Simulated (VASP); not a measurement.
# H2Se (Cmcm) in VASP: relaxation of cell and atoms with PBE

Aim: the relaxation of cell and atoms of H2Se with PBE.

All numbers are computed with VASP 6.6.1; they aren't measurements. Logs are shortened: lines on timing, memory, paths and dates and some standing lists are left out, and cuts for length are marked.

### 1 The cell of the first run

It takes space group Cmcm (No. 63, orthorhombic). The conventional cell has a = 6.819 Å, b = 7.197 Å, c = 5.905 Å, α = 90.00°, β = 90.00°, γ = 90.00°. Within 2.0 Å of H (site symmetry m) lie 1 Se at 1.48 Å. Se (site symmetry m2m) has 2 H at 1.48 Å within 2.0 Å.

### 2 Relaxation of cell and atoms, PBE

File INCAR:

```
SYSTEM = H2Se
  ALGO = Normal
  EDIFF = 1E-7
  EDIFFG = -0.01
  ENCUT = 600
  GGA = PE
  IBRION = 2
  ISIF = 3
  ISMEAR = 0
  LASPH = .True.
  LCHARG = .False.
  LREAL = .False.
  LWAVE = .False.
  NELM = 100
  NSW = 100
  PREC = Accurate
  SIGMA = 0.02
```

File KPOINTS:

```
k-points
0
Gamma
  6 6 4
  0 0 0
```

File POSCAR:

```
H2Se
1.0
    3.4094038793     -3.5987380030      0.0000000000
    3.4094038793      3.5987380030      0.0000000000
    0.0000000000      0.0000000000      5.9052263488
H Se
4 2
Direct
    0.2418174529      0.4494431025      0.2500000000
    0.5505568975      0.7581825471      0.2500000000
    0.4494431025      0.2418174529      0.7500000000
    0.7581825471      0.5505568975      0.7500000000
    0.7480226554      0.2519773446      0.7500000000
    0.2519773446      0.7480226554      0.2500000000
```

Potentials or basis: VASP PAW PBE potentials, release 64 (H, Se).

On the command line:

```sh
$ cat potpaw_PBE.64/H/POTCAR potpaw_PBE.64/Se/POTCAR > POTCAR
$ mpirun -np 1 vasp_std > vasp.out
```

OUTCAR:

```text
SYSTEM = H2Se
   EDIFF = 1E-7
   EDIFFG = -0.01
   ENCUT = 600
   GGA = PE
   IBRION = 2
   ISIF = 3
   ISMEAR = 0
   LASPH = .True.
   LREAL = .False.
   NELM = 100
   NSW = 100
   PREC = Accurate

 ion  position               nearest neighbor table
   1  0.242  0.449  0.250-   6 1.48
   2  0.551  0.758  0.250-   6 1.48
   3  0.449  0.242  0.750-   5 1.48
   4  0.758  0.551  0.750-   5 1.48
   5  0.748  0.252  0.750-   3 1.48   4 1.48
   6  0.252  0.748  0.250-   1 1.48   2 1.48

  LATTYP: Found a base centered orthorhombic cell.
 ALAT       =     6.8188077586
 B/A-ratio  =     1.0555329114
 C/A-ratio  =     0.8660203598

  Lattice vectors:

 A1 = (   3.4094038793,  -3.5987380030,   0.0000000000)
 A2 = (   3.4094038793,   3.5987380030,   0.0000000000)
 A3 = (   0.0000000000,   0.0000000000,   5.9052263488)

Analysis of symmetry for initial positions (statically):
=====================================================================
 Subroutine PRICEL returns:
 Original cell was already a primitive cell.

 Routine SETGRP: Setting up the symmetry group for a
 base centered orthorhombic supercell.

 Subroutine GETGRP returns: Found  8 space group operations
 (whereof  4 operations were pure point group operations)
 out of a pool of  8 trial point group operations.

The static configuration has the point symmetry C_2h.
 The point group associated with its full space group is D_2h.

Analysis of symmetry for dynamics (positions and initial velocities):
=====================================================================
 Subroutine PRICEL returns:
 Original cell was already a primitive cell.

 Routine SETGRP: Setting up the symmetry group for a
 base centered orthorhombic supercell.

 Subroutine GETGRP returns: Found  8 space group operations
 (whereof  4 operations were pure point group operations)
 out of a pool of  8 trial point group operations.

The dynamic configuration has the point symmetry C_2h.
 The point group associated with its full space group is D_2h.

 Subroutine INISYM returns: Found  8 space group operations
 (whereof  4 operations are pure point group operations),
 and found     1 'primitive' translations

----------------------------------------------------------------------------------------

                                     Primitive cell

  volume of cell :     144.9090

  direct lattice vectors                    reciprocal lattice vectors
     3.409403879 -3.598738003  0.000000000     0.146653203 -0.138937594  0.000000000
     3.409403879  3.598738003  0.000000000     0.146653203  0.138937594  0.000000000
     0.000000000  0.000000000  5.905226349     0.000000000  0.000000000  0.169341519

  length of vectors
     4.957312783  4.957312783  5.905226349     0.202016873  0.202016873  0.169341519

  position of ions in fractional coordinates (direct lattice)
     0.241817453  0.449443102  0.250000000
     0.550556898  0.758182547  0.250000000
     0.449443102  0.241817453  0.750000000
     0.758182547  0.550556898  0.750000000
     0.748022655  0.251977345  0.750000000
     0.251977345  0.748022655  0.250000000

  ion indices of the primitive-cell ions
   primitive index   ion index
                 1           1
                 2           2
                 3           3
                 4           4
                 5           5
                 6           6

----------------------------------------------------------------------------------------

 KPOINTS: k-points

Automatic generation of k-mesh.
 Grid dimensions read from file:
 generate k-points for:    6    6    4

 Generating k-lattice:

  Cartesian coordinates                     Fractional coordinates (reciprocal lattice)
     0.024442201 -0.023156266  0.000000000     0.166666667  0.000000000  0.000000000
     0.024442201  0.023156266  0.000000000     0.000000000  0.166666667  0.000000000
     0.000000000  0.000000000  0.042335380     0.000000000  0.000000000  0.250000000

  Length of vectors
     0.033669479  0.033669479  0.042335380

  Shift w.r.t. Gamma in fractional coordinates (k-lattice)
     0.000000000  0.000000000  0.000000000

 Subroutine IBZKPT returns following result:
 ===========================================

 Found     39 irreducible k-points:

 Following reciprocal coordinates:
            Coordinates               Weight
  0.000000  0.000000  0.000000      1.000000
  0.166667  0.000000  0.000000      4.000000
  0.333333  0.000000  0.000000      4.000000
  0.500000 -0.000000  0.000000      2.000000
  0.166667  0.166667  0.000000      2.000000
  0.333333  0.166667  0.000000      4.000000
[... 16 lines left out ...]
  0.333333  0.333333  0.250000      4.000000
  0.500000  0.333333  0.250000      8.000000
 [... further k-points ...]
   k-points           NKPTS =     39   k-points in BZ     NKDIM =     39   number of bands    NBANDS=     12
   number of dos      NEDOS =    301   number of ions     NIONS =      6
   total plane-waves  NPLWV =  76800
   dimension x,y,z NGX =    40 NGY =   40 NGZ =   48
   dimension x,y,z NGXF=    80 NGYF=   80 NGZF=   96
   ions per type =               4   2
   NGX,Y,Z   is equivalent  to a cutoff of  13.41, 13.41, 13.51 a.u.
   NGXF,Y,Z  is equivalent  to a cutoff of  26.83, 26.83, 27.03 a.u.
 SYSTEM =  H2Se
   PREC   = accura    normal or accurate (medium, high low for compatibility)
   ISTART =      0    job   : 0-new  1-cont  2-samecut
   ICHARG =      2    charge: 1-file 2-atom 10-const
   ISPIN  =      1    spin polarized calculation?
   LNONCOLLINEAR =      F non collinear calculations
   LSORBIT =      F    spin-orbit coupling
   LASPH  =      T    aspherical Exc in radial PAW
   ENCUT  =  600.0 eV  44.10 Ry    6.64 a.u.   9.90  9.90 11.79*2*pi/ulx,y,z
   NELM   =    100;   NELMIN=  2; NELMDL= -5     # of ELM steps
   EDIFF  = 0.1E-06   stopping-criterion for ELM
   LREAL  =      F    real-space projection
   EDIFFG = -.1E-01   stopping-criterion for IOM
   NSW    =    100    number of steps for IOM
   IBRION =      2    ionic relax: 0-MD 1-quasi-New 2-CG
   NFREE  =      1    steps in history (QN), initial steepest desc. (CG)
   ISIF   =      3    stress and relaxation
   ISYM   =      2    0-nonsym 1-usesym 2-fastsym
   POTIM  = 0.5000    time-step for ionic-motion
   TEBEG  =    0.0;   TEEND  =   0.0 temperature during run
   PSTRESS=    0.0 pullay stress
   NELECT =      16.0000    total number of electrons
   NUPDOWN=      -1.0000    fix difference up-down
   EMIN   =  10.00;   EMAX   =-10.00  energy-range for DOS
   EFERMI =   0.00;   METHOD = LEGACY
   ISMEAR =     0;   SIGMA  =   0.02  broadening in eV -4-tet -1-fermi 0-gaus
   EFERMI_NEDOS =   21; number of points for ismear=-14 and -15
   IALGO  =     38    algorithm
   IMIX   =      4    mixing-type and parameters
     AMIX     =   0.40;   BMIX     =  1.00
     AMIX_MAG =   1.60;   BMIX_MAG =  1.00
  volume/ion in A,a.u.               =      24.15       162.98
  Fermi-wavevector in a.u.,A,eV,Ry     =   0.785386  1.484164  8.392495  0.616831
  Thomas-Fermi vector in A             =   1.889711
   LORBIT       =      0    0 simple, 1 ext, 2 COOP (PROOUT), +10 PAW based schemes
   GGA     = PE    functional components
   LHFCALC =     F    Hartree Fock is set to
   AEXX    =    0.0000 exact exchange contribution
   IVDW    =     0    specifies the selected vdW correction
   LEPSILON=     F    determine dielectric tensor
   LRPA    =     F    only Hartree local field effects (RPA)
 conjugate gradient relaxation of ions
 non-spin polarized calculation
 Gauss-broadening in eV      SIGMA  =   0.02
  energy-cutoff  :      600.00
  volume of cell :      144.91
 maximum number of plane-waves:      4888
   NGX = 19   NGY = 19   NGZ = 23

--------------------------------------- Ionic step        1  -------------------------------------------

 number of electron      16.0000001 magnetization

 Free energy of the ion-electron system (eV)
  ---------------------------------------------------
  ext. energy  EPLUGINS =         0.00000000
  ---------------------------------------------------
  free energy    TOTEN  =       -20.36292443 eV

  energy without entropy =      -20.36292443  energy(sigma->0) =      -20.36292443

------------------------ aborting loop because EDIFF is reached ----------------------------------------

  FORCE on cell =-STRESS in cart. coord.  units (eV):
  Direction    XX          YY          ZZ          XY          YZ          ZX
  --------------------------------------------------------------------------------------
  -------------------------------------------------------------------------------------
  Total        0.0655044      0.2789778     -0.0097248      0.0000000      0.0000000      0.0000000
  in kB        0.7242458      3.0845013     -0.1075219      0.0000000      0.0000000      0.0000000
  external PRESSURE =       1.2337417 kB  Pullay stress =       0.0000000 kB
[... 101 lines left out ...]
  FREE ENERGIE OF THE ION-ELECTRON SYSTEM (eV)
  ---------------------------------------------------
  free  energy   TOTEN  =       -20.3632030769 eV

  energy  without entropy=      -20.3632030769  energy(sigma->0) =      -20.36320308

[... ionic steps 4 to 20 ...]

--------------------------------------- Ionic step       21  -------------------------------------------

 number of electron      16.0000002 magnetization

------------------------ aborting loop because EDIFF is reached ----------------------------------------
[... 75 lines left out ...]
--------------------------------------- Ionic step       23  -------------------------------------------

 number of electron      16.0000002 magnetization

 Free energy of the ion-electron system (eV)
  ---------------------------------------------------
  ext. energy  EPLUGINS =         0.00000000
  ---------------------------------------------------
  free energy    TOTEN  =       -20.37085347 eV

  energy without entropy =      -20.37085347  energy(sigma->0) =      -20.37085347

 E-fermi :  -2.2605     XC(G=0):  -5.7372

 val. band max:       -2.4015087582   @ k =   0.0000   0.0000   0.0000
 cond. band min:       0.4062600868   @ k =   0.0000   0.0000   0.0000
 fundamental gap:      2.8077688450
 Fermi energy:        -2.2605250260

 k-point     1 :       0.0000    0.0000    0.0000
  band No.  band energies     occupation
      1     -15.3229      2.00000
      2     -15.1249      2.00000
      3      -7.2484      2.00000
      4      -7.0035      2.00000
      5      -5.6933      2.00000
      6      -5.5862      2.00000
      7      -3.4215      2.00000
      8      -2.4015      2.00000
      9       0.4063      0.00000
     10       1.0476      0.00000
     11       1.9503      0.00000
     12       1.9661      0.00000
[... 331 lines left out ...]
 k-point    24 :       0.5000    0.3333    0.2500
  band No.  band energies     occupation
      1     -15.2048      2.00000
      2     -15.1632      2.00000
      3      -7.4661      2.00000
      4      -7.1208      2.00000
      5      -6.1870      2.00000
      6      -5.8244      2.00000
      7      -3.0451      2.00000
      8      -2.8103      2.00000
      9       2.6025      0.00000
     10       2.7267      0.00000
     11       3.3458      0.00000
     12       3.5575      0.00000

 [... further k-points ...]
[... 5 lines left out ...]
  --------------------------------------------------------------------------------------
  -------------------------------------------------------------------------------------
  Total       -0.0578277     -0.0058015     -0.0461399      0.0000000      0.0000000      0.0000000
  in kB       -0.5988632     -0.0600805     -0.4778244      0.0000000      0.0000000      0.0000000
  external PRESSURE =      -0.3789227 kB  Pullay stress =       0.0000000 kB
[... 21 lines left out ...]
  FREE ENERGIE OF THE ION-ELECTRON SYSTEM (eV)
  ---------------------------------------------------
  free  energy   TOTEN  =       -20.3708534710 eV

  energy  without entropy=      -20.3708534710  energy(sigma->0) =      -20.37085347

 reached required accuracy - stopping structural energy minimisation
```

Run time: 12 min. Hardware: 1 thread of Intel Xeon Platinum 8259CL at 2.50GHz (Skylake/Cascade Lake), shared host; peak memory 0.31 GiB.

Results:

```
Free energy                           : -20.3709 eV
Relaxed volume                        : 25.79 Å³/atom
Relaxed cell                          : a = 5.184 Å, b = 5.184 Å, c = 5.843 Å, α = 90.00°, β = 90.00°, γ = 99.83°
Space group after relaxing (to 0.1 Å) : Cmcm (No. 63)
Energy gained by relaxing             : 1.3 meV/atom
Ionic steps                           : 23
Pressure after relaxing               : 0.0 GPa
Largest force after relaxing          : 0.004 eV/Å
Band gap on the k mesh                : 2.81 eV
```

Forces in eV/Å, atoms in the order of the input:
```
H    0.001 -0.001  0.000
H   -0.001 -0.001  0.000
H    0.001  0.001  0.000
H   -0.001  0.001  0.000
Se   0.000 -0.004  0.000
Se   0.000  0.004  0.000
```

The path:
```
step  energy change (eV)  largest force (eV/Å)  pressure (GPa)  volume (Å³)
   1              0.0000                0.0601            0.12       144.91
   2              0.0002                0.1221           -0.14       145.30
   3             -0.0003                0.0183            0.01       145.08
   4             -0.0005                0.0199            0.02       145.16
   5             -0.0009                0.0237            0.03       145.40
   6             -0.0015                0.0334            0.05       145.87
   7             -0.0014                0.0763            0.10       146.80
   8             -0.0017                0.0517            0.07       146.27
   9             -0.0018                0.0506            0.07       146.37
  10             -0.0022                0.0476            0.05       146.65
  11             -0.0029                0.0626            0.02       147.22
  12             -0.0041                0.0916           -0.05       148.35
  13             -0.0056                0.1386           -0.15       150.58
  14             -0.0061                0.1910           -0.30       154.97
  15             -0.0064                0.1425           -0.19       152.20
  16             -0.0067                0.1199           -0.16       152.41
  17             -0.0075                0.0508           -0.08       153.05
  18             -0.0075                0.0952            0.10       154.30
  19             -0.0077                0.0225            0.01       153.66
  20             -0.0078                0.0214            0.01       153.77
  21             -0.0078                0.0181           -0.01       154.10
  22             -0.0079                0.0127           -0.03       154.75
  23             -0.0079                0.0038           -0.04       154.71
```

Final structure:
```
H Se
1.0
     3.33782   -3.96605    0.00000
     3.33782    3.96605    0.00000
     0.00000    0.00000    5.84343
H Se
4 2
Direct
  0.23328 0.45057 0.25000
  0.54943 0.76672 0.25000
  0.45057 0.23328 0.75000
  0.76672 0.54943 0.75000
  0.73949 0.26051 0.75000
  0.26051 0.73949 0.25000
```

Caveat: this functional lacks dispersion, which holds the molecules together, so the pressure and a relaxed volume are unreliable; this functional lacks dispersion, which binds layers or chains, so the pressure and a relaxed spacing across them are unreliable.
